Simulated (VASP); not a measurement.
# Pt (Fm-3m) in VASP: a series of runs, part 2 of 2

VASP 6.6.1.

## (4) Single point, LDA (volume scaled by 0.92)

INCAR reads:

```
SYSTEM = Pt
ALGO = Normal ; EDIFF = 1E-7
ENCUT = 520 ; ISIF = 2
ISMEAR = -1 ; LASPH = .TRUE.
LCHARG = .TRUE. ; LELF = .TRUE.
LREAL = .FALSE. ; LVHAR = .TRUE.
LWAVE = .FALSE. ; NBANDS = 11
NELM = 60 ; PREC = Accurate
SIGMA = 0.1
```

KPOINTS reads:

```
k-points
0
G
  23 23 23
  0 0 0
```

POSCAR reads:

```
Pt
1.0
    0.0000000000      1.8940488589      1.8940488589
    1.8940488589      0.0000000000      1.8940488589
    1.8940488589      1.8940488589      0.0000000000
Pt
1
Direct
    0.0000000000      0.0000000000      0.0000000000
```

Potentials or basis: VASP PAW LDA potentials, release 64 (Pt).

Run with:

```sh
cat potpaw_LDA.64/Pt/POTCAR > POTCAR
mpirun -np 1 vasp_std > vasp.out
```

OUTCAR:

```text
SYSTEM = Pt
   EDIFF = 1E-7
   ENCUT = 520
   ISIF = 2
   ISMEAR = -1
   LASPH = .TRUE.
   LREAL = .FALSE.
   NELM = 60
   PREC = Accurate

 ion  position               nearest neighbor table
   1  0.000  0.000  0.000-

  LATTYP: Found a face centered cubic cell.
 ALAT       =     3.7880977178

  Lattice vectors:

 A1 = (   0.0000000000,   1.8940488589,   1.8940488589)
 A2 = (   1.8940488589,   0.0000000000,   1.8940488589)
 A3 = (   1.8940488589,   1.8940488589,   0.0000000000)

Analysis of symmetry for initial positions (statically):
=====================================================================
 Subroutine PRICEL returns:
 Original cell was already a primitive cell.

 Routine SETGRP: Setting up the symmetry group for a
 face centered cubic supercell.

 Subroutine GETGRP returns: Found 48 space group operations
 (whereof 48 operations were pure point group operations)
 out of a pool of 48 trial point group operations.

The static configuration has the point symmetry O_h .

Analysis of symmetry for dynamics (positions and initial velocities):
=====================================================================
 Subroutine PRICEL returns:
 Original cell was already a primitive cell.

 Routine SETGRP: Setting up the symmetry group for a
 face centered cubic supercell.

 Subroutine GETGRP returns: Found 48 space group operations
 (whereof 48 operations were pure point group operations)
 out of a pool of 48 trial point group operations.

The dynamic configuration has the point symmetry O_h .

 Subroutine INISYM returns: Found 48 space group operations
 (whereof 48 operations are pure point group operations),
 and found     1 'primitive' translations

----------------------------------------------------------------------------------------

                                     Primitive cell

  volume of cell :      13.5895

  direct lattice vectors                    reciprocal lattice vectors
     0.000000000  1.894048859  1.894048859    -0.263984742  0.263984742  0.263984742
     1.894048859  0.000000000  1.894048859     0.263984742 -0.263984742  0.263984742
     1.894048859  1.894048859  0.000000000     0.263984742  0.263984742 -0.263984742

  length of vectors
     2.678589584  2.678589584  2.678589584     0.457234986  0.457234986  0.457234986

  position of ions in fractional coordinates (direct lattice)
     0.000000000  0.000000000  0.000000000

  ion indices of the primitive-cell ions
   primitive index   ion index
                 1           1

----------------------------------------------------------------------------------------

 KPOINTS: k-points

Automatic generation of k-mesh.
 Grid dimensions read from file:
 generate k-points for:   23   23   23

 Generating k-lattice:

  Cartesian coordinates                     Fractional coordinates (reciprocal lattice)
    -0.011477597  0.011477597  0.011477597     0.043478261  0.000000000  0.000000000
     0.011477597 -0.011477597  0.011477597     0.000000000  0.043478261  0.000000000
     0.011477597  0.011477597 -0.011477597     0.000000000  0.000000000  0.043478261

  Length of vectors
     0.019879782  0.019879782  0.019879782

  Shift w.r.t. Gamma in fractional coordinates (k-lattice)
     0.000000000  0.000000000  0.000000000

 Subroutine IBZKPT returns following result:
 ===========================================

 Found    364 irreducible k-points:

 Following reciprocal coordinates:
            Coordinates               Weight
  0.000000  0.000000  0.000000      1.000000
  0.043478  0.000000  0.000000      8.000000
  0.086957  0.000000  0.000000      8.000000
  0.130435  0.000000  0.000000      8.000000
  0.173913  0.000000  0.000000      8.000000
  0.217391  0.000000  0.000000      8.000000
[... 16 lines left out ...]
  0.478261  0.043478  0.000000     24.000000
 -0.478261  0.043478  0.000000     24.000000
 [... further k-points ...]
   k-points           NKPTS =    364   k-points in BZ     NKDIM =    364   number of bands    NBANDS=     11
   number of dos      NEDOS =    301   number of ions     NIONS =      1
   total plane-waves  NPLWV =   8000
   dimension x,y,z NGX =    20 NGY =   20 NGZ =   20
   dimension x,y,z NGXF=    40 NGYF=   40 NGZF=   40
   ions per type =               1
   NGX,Y,Z   is equivalent  to a cutoff of  12.41, 12.41, 12.41 a.u.
   NGXF,Y,Z  is equivalent  to a cutoff of  24.83, 24.83, 24.83 a.u.
 SYSTEM =  Pt
   PREC   = accura    normal or accurate (medium, high low for compatibility)
   ISTART =      0    job   : 0-new  1-cont  2-samecut
   ICHARG =      2    charge: 1-file 2-atom 10-const
   ISPIN  =      1    spin polarized calculation?
   LNONCOLLINEAR =      F non collinear calculations
   LSORBIT =      F    spin-orbit coupling
   LASPH  =      T    aspherical Exc in radial PAW
   ENCUT  =  520.0 eV  38.22 Ry    6.18 a.u.   4.98  4.98  4.98*2*pi/ulx,y,z
   NELM   =     60;   NELMIN=  2; NELMDL= -5     # of ELM steps
   EDIFF  = 0.1E-06   stopping-criterion for ELM
   LREAL  =      F    real-space projection
   EDIFFG = 0.1E-05   stopping-criterion for IOM
   NSW    =      0    number of steps for IOM
   IBRION =     -1    ionic relax: 0-MD 1-quasi-New 2-CG
   NFREE  =      0    steps in history (QN), initial steepest desc. (CG)
   ISIF   =      2    stress and relaxation
   ISYM   =      2    0-nonsym 1-usesym 2-fastsym
   POTIM  = 0.5000    time-step for ionic-motion
   TEBEG  =    0.0;   TEEND  =   0.0 temperature during run
   PSTRESS=    0.0 pullay stress
   NELECT =      10.0000    total number of electrons
   NUPDOWN=      -1.0000    fix difference up-down
   EMIN   =  10.00;   EMAX   =-10.00  energy-range for DOS
   EFERMI =   0.00;   METHOD = LEGACY
   ISMEAR =    -1;   SIGMA  =   0.10  broadening in eV -4-tet -1-fermi 0-gaus
   EFERMI_NEDOS =   21; number of points for ismear=-14 and -15
   IALGO  =     38    algorithm
   IMIX   =      4    mixing-type and parameters
     AMIX     =   0.40;   BMIX     =  1.00
     AMIX_MAG =   1.60;   BMIX_MAG =  1.00
  volume/ion in A,a.u.               =      13.59        91.71
  Fermi-wavevector in a.u.,A,eV,Ry     =   1.477997  2.793010 29.721603  2.184476
  Thomas-Fermi vector in A             =   2.592333
   LORBIT       =      0    0 simple, 1 ext, 2 COOP (PROOUT), +10 PAW based schemes
   GGA     = CA    functional components
   LHFCALC =     F    Hartree Fock is set to
   AEXX    =    0.0000 exact exchange contribution
   IVDW    =     0    specifies the selected vdW correction
   LEPSILON=     F    determine dielectric tensor
   LRPA    =     F    only Hartree local field effects (RPA)
 non-spin polarized calculation
  energy-cutoff  :      520.00
  volume of cell :       13.59
 maximum number of plane-waves:       378
   NGX =  9   NGY =  9   NGZ =  9

 number of electron      10.0000001 magnetization

 Free energy of the ion-electron system (eV)
  ---------------------------------------------------
  ext. energy  EPLUGINS =         0.00000000
  ---------------------------------------------------
  free energy    TOTEN  =        -7.41704916 eV

  energy without entropy =       -7.36925619  energy(sigma->0) =       -7.39315267

 E-fermi :  13.3085     XC(G=0): -14.2978

 val. band max:       13.3079510441   @ k =  -0.4783   0.1304   0.0435
 cond. band min:      13.3156131488   @ k =   0.3913   0.2609   0.0000
 fundamental gap:      0.0076621047
 Fermi energy:        13.3085165935

 k-point     1 :       0.0000    0.0000    0.0000
  band No.  band energies     occupation
      1       1.8231      2.00000
      2       8.7774      2.00000
      3       8.7774      2.00000
      4       8.7774      2.00000
      5      11.3733      2.00000
      6      11.3733      2.00000
      7      27.5352      0.00000
      8      33.0619      0.00000
      9      33.0619      0.00000
     10      33.0619      0.00000
     11      38.9104      0.00000

 k-point     2 :       0.0435    0.0000    0.0000
  band No.  band energies     occupation
      1       1.9082      2.00000
      2       8.7349      2.00000
      3       8.8135      2.00000
      4       8.8135      2.00000
      5      11.3506      2.00000
      6      11.3506      2.00000
      7      27.6794      0.00000
      8      32.6326      0.00000
      9      33.2020      0.00000
     10      33.2020      0.00000
     11      39.4254      0.00000
[... 295 lines left out ...]
 k-point    24 :      -0.4783    0.0435    0.0000
  band No.  band energies     occupation
      1       4.8335      2.00000
      2       8.6388      2.00000
      3       8.7563      2.00000
      4      11.8543      2.00000
      5      13.3359      0.86403
      6      13.9613      0.00292
      7      19.9731      0.00000
      8      27.2850      0.00000
      9      32.6626      0.00000
     10      32.8651      0.00000
     11      43.4363      0.00000

 [... further k-points ...]
[... 5 lines left out ...]
  --------------------------------------------------------------------------------------
  -------------------------------------------------------------------------------------
  Total        2.8067605      2.8067605      2.8067605      0.0000000      0.0000000      0.0000000
  in kB      330.9119168    330.9119168    330.9119168      0.0000000      0.0000000      0.0000000
  external PRESSURE =     330.9119168 kB  Pullay stress =       0.0000000 kB

 VOLUME and BASIS-vectors are now :
 -----------------------------------------------------------------------------
  energy-cutoff  :      520.00
  volume of cell :       13.59
      direct lattice vectors                 reciprocal lattice vectors
     0.000000000  1.894048859  1.894048859    -0.263984742  0.263984742  0.263984742
     1.894048859  0.000000000  1.894048859     0.263984742 -0.263984742  0.263984742
     1.894048859  1.894048859  0.000000000     0.263984742  0.263984742 -0.263984742

 POSITION                                       TOTAL-FORCE (eV/Angst)
 -----------------------------------------------------------------------------------
      0.00000      0.00000      0.00000        -0.000000     -0.000000     -0.000000
 -----------------------------------------------------------------------------------
    total drift:                                0.000000      0.000000      0.000000

  FREE ENERGIE OF THE ION-ELECTRON SYSTEM (eV)
  ---------------------------------------------------
  free  energy   TOTEN  =        -7.4170491556 eV

  energy  without entropy=       -7.3692561904  energy(sigma->0) =       -7.39315267
```

OSZICAR:

```text
N       E                     dE             d eps       ncg     rms          rms(c)
DAV:   1     0.399907044369E+02    0.39991E+02   -0.54723E+03  8168   0.858E+02
DAV:   2    -0.720996397500E+01   -0.47201E+02   -0.45379E+02  9216   0.183E+02
DAV:   3    -0.783065778490E+01   -0.62069E+00   -0.61808E+00  9360   0.199E+01
DAV:   4    -0.783295523812E+01   -0.22975E-02   -0.22973E-02  9352   0.142E+00
DAV:   5    -0.783297128834E+01   -0.16050E-04   -0.16048E-04  9425   0.108E-01    0.181E+01
DAV:   6    -0.748049833593E+01    0.35247E+00   -0.66528E-01  8770   0.666E+00    0.948E+00
DAV:   7    -0.742242162616E+01    0.58077E-01   -0.17377E-01  9265   0.327E+00    0.266E+00
DAV:   8    -0.741720377080E+01    0.52179E-02   -0.94815E-03  8755   0.924E-01    0.563E-01
DAV:   9    -0.741704468881E+01    0.15908E-03   -0.13632E-04  9190   0.113E-01    0.114E-02
DAV:  10    -0.741704912229E+01   -0.44335E-05   -0.29613E-06  9905   0.117E-02    0.298E-03
DAV:  11    -0.741704915564E+01   -0.33350E-07   -0.45111E-08  8099   0.194E-03
   1 F= -.74170492E+01 E0= -.73931527E+01  d E =-.477930E-01
```

Wall time 25 s (1 thread of Intel Xeon Platinum 8488C (Sapphire Rapids), shared host); peak memory 0.16 GiB.

What came out:

| Property | Result |
| --- | --- |
| Free energy | -7.4170 eV |
| Pressure | 33.1 GPa |
| Band gap on the k mesh | zero (band 5 reaches 13.88 eV, above the bottom of band 6 at 11.24 eV) |

Levels at points of the mesh, in eV from the Fermi level:
```csv
k point,band 1,band 2,band 3,band 4,band 5,band 6,band 7,band 8,band 9,band 10
"(0.00, 0.00, 0.00)",-11.49,-4.53,-4.53,-4.53,-1.94,-1.94,14.23,19.75,19.75,19.75
```

Caveat: the cell differs from its parent crystal (volume scaled by 0.92); spin-orbit coupling is left out, which moves the levels of the heavy elements.

## (5) Single point, LDA (volume scaled by 0.96)

INCAR reads:

```
ALGO = Normal
EDIFF = 1E-6
ENCUT = 520
ISIF = 2
ISMEAR = -1
LASPH = True
LCHARG = False
LREAL = False
LWAVE = False
NBANDS = 11
NELM = 60
PREC = Accurate
SIGMA = 0.1
```

KPOINTS reads:

```
k-points
0
Gamma
  23 23 23
```

POSCAR reads:

```
Pt
1.0
    0.0000000000      1.9211103559      1.9211103559
    1.9211103559      0.0000000000      1.9211103559
    1.9211103559      1.9211103559      0.0000000000
Pt
1
Direct
    0.0000000000      0.0000000000      0.0000000000
```

Run with:

```sh
cat potpaw_LDA.64/Pt/POTCAR > POTCAR
mpirun -np 1 vasp_std > vasp.out
```

Run time: 23 s. Hardware: 1 thread of Intel Xeon Platinum 8488C (Sapphire Rapids), shared host; peak memory 0.17 GiB.

Results (log left out):

```yaml
Free_energy: -7.5048 eV
Pressure: 15.0 GPa
Band_gap_on_the_k_mesh: zero (band 5 reaches 12.92 eV, above the bottom of band 6 at 10.47 eV)
```

Levels at points of the mesh, in eV from the Fermi level:
| k point | band 3 | band 4 | band 5 | band 6 | band 7 | band 8 |
| --- | --- | --- | --- | --- | --- | --- |
| (0.00, 0.00, 0.00) | -4.23 | -4.23 | -1.81 | -1.81 | 14.40 | 19.68 |

Caveat: the cell differs from its parent crystal (volume scaled by 0.96); spin-orbit coupling is left out, which moves the levels of the heavy elements.

## (6) Single point, LDA

This run uses another cell than the first one, of 14.77 Å³/atom, 1.136 times its volume.

INCAR reads:

```
PREC     = Accurate       # precision mode
ENCUT    = 520            # plane-wave cutoff, eV
EDIFF    = 1E-6           # SCF threshold, eV
ISMEAR   = -1             # smearing method
SIGMA    = 0.1            # smearing width, eV
LREAL    = False          # projectors in reciprocal space
LASPH    = True           # aspherical terms in the spheres
NELM     = 60             # most SCF steps
ALGO     = Normal         # electronic algorithm
ISIF     = 2              # what is computed and relaxed
LWAVE    = False          # write WAVECAR
LCHARG   = False          # write CHGCAR
NBANDS   = 11             # bands
```

KPOINTS reads:

```
Automatic mesh
0
Gamma
  23 23 23
```

POSCAR reads:

```
Pt
1.0
    0.0000000000      1.9474302067      1.9474302067
    1.9474302067      0.0000000000      1.9474302067
    1.9474302067      1.9474302067      0.0000000000
Pt
1
Direct
    0.0000000000      0.0000000000      0.0000000000
```

Potentials or basis: VASP PAW LDA potentials, release 64 (Pt).

Run with:

```sh
cat potpaw_LDA.64/Pt/POTCAR > POTCAR
mpirun -np 1 vasp_std > vasp.out
```

It took 25 s on 1 thread of Intel Xeon Platinum 8488C (Sapphire Rapids), shared host; peak memory 0.17 GiB.

The run converged. Its results:

| Property | Result |
| --- | --- |
| Free energy | -7.5335 eV |
| Pressure | 0.9 GPa |
| Band gap on the k mesh | zero (band 5 reaches 12.04 eV, above the bottom of band 6 at 9.76 eV) |

Levels at points of the mesh, in eV from the Fermi level:
```
           k point  band 2  band 3  band 4  band 5  band 6  band 7  band 8  band 9
(0.00, 0.00, 0.00)   -3.96   -3.96   -3.96   -1.69   -1.69   14.55   19.59   19.59
```

Caveat: spin-orbit coupling is left out, which moves the levels of the heavy elements.

## (7) Overview

| task | cell | k mesh | cutoff (eV) | gap on the mesh (eV) | pressure (GPa) |
| --- | --- | --- | --- | --- | --- |
| single point | a = 2.639 Å, angles 60.0°, 1 atom | 23 × 23 × 23 | 520 | none | 56.4 |
| relaxation of cell and atoms | relaxed from a = 2.774 Å, angles 60.0°, 1 atom | 14 × 14 × 14 | 600 | none | 0.0 |
| single point | a = 2.679 Å, angles 60.0°, 1 atom | 23 × 23 × 23 | 520 | none | 33.1 |
| single point | a = 2.717 Å, angles 60.0°, 1 atom | 23 × 23 × 23 | 520 | none | 15.0 |
| single point | a = 2.754 Å, angles 60.0°, 1 atom | 23 × 23 × 23 | 520 | none | 0.9 |

Alike in all rows: level LDA; potentials or basis VASP PAW LDA potentials, release 64 (Pt); no spin polarisation; smearing fermi-dirac 0.1 eV.

Caveats: spin-orbit coupling is left out, which moves the levels of the heavy elements.

Total energies depend on the potentials used, so only differences within one code and one set of settings carry meaning.
